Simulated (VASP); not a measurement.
# Ru (P6_3/mmc) in VASP: single point with PBE

Aim: the single point of Ru with PBE.

Everything below comes from runs of VASP 6.6.1. Logs are shortened: lines on timing, memory, paths and dates and some standing lists are left out, and cuts for length are marked.

## 1. The cell of the first run

Symmetry: P6_3/mmc, No. 194, hexagonal system. Conventional cell: a = 2.320 Å, b = 2.320 Å, c = 3.716 Å, α = 90.00°, β = 90.00°, γ = 120.00°. Ru (site symmetry -6m2) has 12 Ru at 2.29 to 2.32 Å within 3.0 Å.

## 2. Single point, PBE

Contents of INCAR:

```
ALGO = Normal
EDIFF = 1E-6
ENCUT = 560
GGA = PE
GGA_COMPAT = F
ISIF = 2
ISMEAR = -1
LASPH = T
LCHARG = T
LELF = T
LREAL = F
LVHAR = T
LWAVE = F
NBANDS = 23
NELM = 120
PREC = Accurate
SIGMA = 0.08
```

Contents of KPOINTS:

```
k-points
0
Gamma
  19 19 10
```

Contents of POSCAR:

```
Ru
1.0
    2.3203690898      0.0000000000      0.0000000000
   -1.1601845449      2.0094985779      0.0000000000
    0.0000000000      0.0000000000      3.7164762457
Ru
2
Direct
    0.3333333333      0.6666666667      0.2500000000
    0.6666666667      0.3333333333      0.7500000000
```

Potentials or basis: VASP PAW PBE potentials, release 64 (Ru_sv).

Launch:

```
cat potpaw_PBE.64/Ru_sv/POTCAR > POTCAR
mpirun -np 1 vasp_std > vasp.out
```

OUTCAR:

```text
EDIFF = 1E-6
   ENCUT = 560
   GGA = PE
   ISIF = 2
   ISMEAR = -1
   LASPH = T
   LREAL = F
   NELM = 120
   PREC = Accurate

 ion  position               nearest neighbor table
   1  0.333  0.667  0.250-   2 2.29   2 2.29   2 2.29   2 2.29   2 2.29   2 2.29
   2  0.667  0.333  0.750-   1 2.29   1 2.29   1 2.29   1 2.29   1 2.29   1 2.29

  LATTYP: Found a hexagonal cell.
 ALAT       =     2.3203690898
 C/A-ratio  =     1.6016746051

  Lattice vectors:

 A1 = (   2.3203690898,   0.0000000000,   0.0000000000)
 A2 = (  -1.1601845449,   2.0094985779,   0.0000000000)
 A3 = (   0.0000000000,   0.0000000000,   3.7164762457)

Analysis of symmetry for initial positions (statically):
=====================================================================
 Subroutine PRICEL returns:
 Original cell was already a primitive cell.

 Routine SETGRP: Setting up the symmetry group for a
 hexagonal supercell.

 Subroutine GETGRP returns: Found 24 space group operations
 (whereof 12 operations were pure point group operations)
 out of a pool of 24 trial point group operations.

The static configuration has the point symmetry D_3d.
 The point group associated with its full space group is D_6h.

Analysis of symmetry for dynamics (positions and initial velocities):
=====================================================================
 Subroutine PRICEL returns:
 Original cell was already a primitive cell.

 Routine SETGRP: Setting up the symmetry group for a
 hexagonal supercell.

 Subroutine GETGRP returns: Found 24 space group operations
 (whereof 12 operations were pure point group operations)
 out of a pool of 24 trial point group operations.

The dynamic configuration has the point symmetry D_3d.
 The point group associated with its full space group is D_6h.

 Subroutine INISYM returns: Found 24 space group operations
 (whereof 12 operations are pure point group operations),
 and found     1 'primitive' translations

----------------------------------------------------------------------------------------

                                     Primitive cell

  volume of cell :      17.3291

  direct lattice vectors                    reciprocal lattice vectors
     2.320369090  0.000000000  0.000000000     0.430965920  0.248818290  0.000000000
    -1.160184545  2.009498578  0.000000000     0.000000000  0.497636580  0.000000000
     0.000000000  0.000000000  3.716476246     0.000000000  0.000000000  0.269072082

[... 74 lines left out ...]
   PREC   = accura    normal or accurate (medium, high low for compatibility)
   ISTART =      0    job   : 0-new  1-cont  2-samecut
   ICHARG =      2    charge: 1-file 2-atom 10-const
   ISPIN  =      1    spin polarized calculation?
   LNONCOLLINEAR =      F non collinear calculations
   LSORBIT =      F    spin-orbit coupling
   LASPH  =      T    aspherical Exc in radial PAW
   ENCUT  =  560.0 eV  41.16 Ry    6.42 a.u.   4.48  4.48  7.17*2*pi/ulx,y,z
   NELM   =    120;   NELMIN=  2; NELMDL= -5     # of ELM steps
   EDIFF  = 0.1E-05   stopping-criterion for ELM
   LREAL  =      F    real-space projection
   EDIFFG = 0.1E-04   stopping-criterion for IOM
   NSW    =      0    number of steps for IOM
   IBRION =     -1    ionic relax: 0-MD 1-quasi-New 2-CG
   NFREE  =      0    steps in history (QN), initial steepest desc. (CG)
   ISIF   =      2    stress and relaxation
   ISYM   =      2    0-nonsym 1-usesym 2-fastsym
   POTIM  = 0.5000    time-step for ionic-motion
   TEBEG  =    0.0;   TEEND  =   0.0 temperature during run
   PSTRESS=    0.0 pullay stress
   NELECT =      32.0000    total number of electrons
   NUPDOWN=      -1.0000    fix difference up-down
   EMIN   =  10.00;   EMAX   =-10.00  energy-range for DOS
   EFERMI =   0.00;   METHOD = LEGACY
   ISMEAR =    -1;   SIGMA  =   0.08  broadening in eV -4-tet -1-fermi 0-gaus
   EFERMI_NEDOS =   21; number of points for ismear=-14 and -15
   IALGO  =     38    algorithm
   IMIX   =      4    mixing-type and parameters
     AMIX     =   0.40;   BMIX     =  1.00
     AMIX_MAG =   1.60;   BMIX_MAG =  1.00
  volume/ion in A,a.u.               =       8.66        58.47
  Fermi-wavevector in a.u.,A,eV,Ry     =   2.008474  3.795465 54.885438  4.033966
  Thomas-Fermi vector in A             =   3.021948
   LORBIT       =      0    0 simple, 1 ext, 2 COOP (PROOUT), +10 PAW based schemes
   GGA     = PE    functional components
   LHFCALC =     F    Hartree Fock is set to
   AEXX    =    0.0000 exact exchange contribution
   IVDW    =     0    specifies the selected vdW correction
   LEPSILON=     F    determine dielectric tensor
   LRPA    =     F    only Hartree local field effects (RPA)
 non-spin polarized calculation
  energy-cutoff  :      560.00
  volume of cell :       17.33
 maximum number of plane-waves:       543
 NGX is ok and might be reduce to    18
   NGX =  9   NGY =  9   NGZ = 15

 number of electron      32.0000008 magnetization

 Free energy of the ion-electron system (eV)
  ---------------------------------------------------
  ext. energy  EPLUGINS =         0.00000000
  ---------------------------------------------------
  free energy    TOTEN  =        -9.84212413 eV

  energy without entropy =       -9.82704552  energy(sigma->0) =       -9.83458483

 E-fermi :  26.6409     XC(G=0): -17.2789

 val. band max:       26.6391357103   @ k =   0.0526   0.0000   0.2000
 cond. band min:      26.6924922399   @ k =   0.3684   0.1053   0.4000
 fundamental gap:      0.0533565297
 Fermi energy:        26.6409093058

 k-point     1 :       0.0000    0.0000    0.0000
  band No.  band energies     occupation
      1     -48.4269      2.00000
      2     -47.3078      2.00000
      3     -20.2302      2.00000
      4     -16.5554      2.00000
      5     -16.5554      2.00000
      6     -15.9717      2.00000
[... 613 lines left out ...]
     22      42.8982      0.00000
     23      43.4161      0.00000

 [... further k-points ...]
[... 5 lines left out ...]
  --------------------------------------------------------------------------------------
  -------------------------------------------------------------------------------------
  Total       45.3142543     45.3142543     45.2690754      0.0000000      0.0000000      0.0000000
  in kB     4189.5683865   4189.5683864   4185.3913323      0.0000000      0.0000000      0.0000000
  external PRESSURE =    4188.1760350 kB  Pullay stress =       0.0000000 kB

 VOLUME and BASIS-vectors are now :
 -----------------------------------------------------------------------------
  energy-cutoff  :      560.00
  volume of cell :       17.33
      direct lattice vectors                 reciprocal lattice vectors
     2.320369090  0.000000000  0.000000000     0.430965920  0.248818290  0.000000000
    -1.160184545  2.009498578  0.000000000     0.000000000  0.497636580  0.000000000
     0.000000000  0.000000000  3.716476246     0.000000000  0.000000000  0.269072082

 POSITION                                       TOTAL-FORCE (eV/Angst)
 -----------------------------------------------------------------------------------
     -0.00000      1.33967      0.92912         0.000000      0.000000      0.000000
      1.16018      0.66983      2.78736        -0.000000      0.000000      0.000000
 -----------------------------------------------------------------------------------
    total drift:                               -0.000000      0.000000     -0.000000

  FREE ENERGIE OF THE ION-ELECTRON SYSTEM (eV)
  ---------------------------------------------------
  free  energy   TOTEN  =        -9.8421241307 eV

  energy  without entropy=       -9.8270455206  energy(sigma->0) =       -9.83458483
```

Run time: 33 s. Hardware: 1 thread of Intel Xeon 6975P-C (Granite Rapids), shared host; peak memory 0.19 GiB.

Results:

```yaml
Free_energy: -9.8421 eV
Pressure: 418.8 GPa
Band_gap_on_the_k_mesh: zero (bands 16 and 17 overlap by 6.18 eV)
```

Caveat: the cell stands under pressure.

The gap in the log of VASP goes by the Fermi energy; the results here count the filled bands.